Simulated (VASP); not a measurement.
A run of VASP 6.6.1:

File INCAR:

```
SYSTEM = ZrB2
ALGO     = Normal         ! electronic algorithm
EDIFF    = 1E-6           ! SCF threshold, eV
ENCUT    = 520            ! plane-wave cutoff, eV
GGA      = PS             ! functional
ISIF     = 2              ! what is computed and relaxed
ISMEAR   = 0              ! smearing method
LASPH    = .True.         ! aspherical terms in the spheres
LCHARG   = .False.        ! write CHGCAR
LREAL    = .False.        ! projectors in reciprocal space
LWAVE    = .False.        ! write WAVECAR
NBANDS   = 16             ! bands
NELM     = 100            ! most SCF steps
PREC     = Accurate       ! precision mode
SIGMA    = 0.15           ! smearing width, eV
```

File KPOINTS:

```
k-points
0
Gamma
  18 18 12
  0 0 0
```

The input POSCAR:

```
ZrB2
1.0
    3.3705016290      0.0000000000      0.0000000000
   -1.6852508145      2.9189400342      0.0000000000
    0.0000000000      0.0000000000      3.3182588537
Zr B
1 2
Direct
    0.0000000000      0.0000000000      0.0000000000
    0.3333333333      0.6666666667      0.5000000000
    0.6666666667      0.3333333333      0.5000000000
```

Potentials or basis: VASP PAW PBE potentials, release 64 (Zr_sv, B).

Run with:

```sh
$ cat potpaw_PBE.64/Zr_sv/POTCAR potpaw_PBE.64/B/POTCAR > POTCAR
$ mpirun -np 1 vasp_std > vasp.out
```

Hardware: 1 thread of AMD EPYC 7R43 64-Core Processor (Zen 3), on a shared host.

How long does it take, and how much memory?

It took 3 min on 1 thread of AMD EPYC 7R43 64-Core Processor (Zen 3), with other jobs on the host, peak memory 0.22 GiB. Counts: scf iterations 12, k points 259.
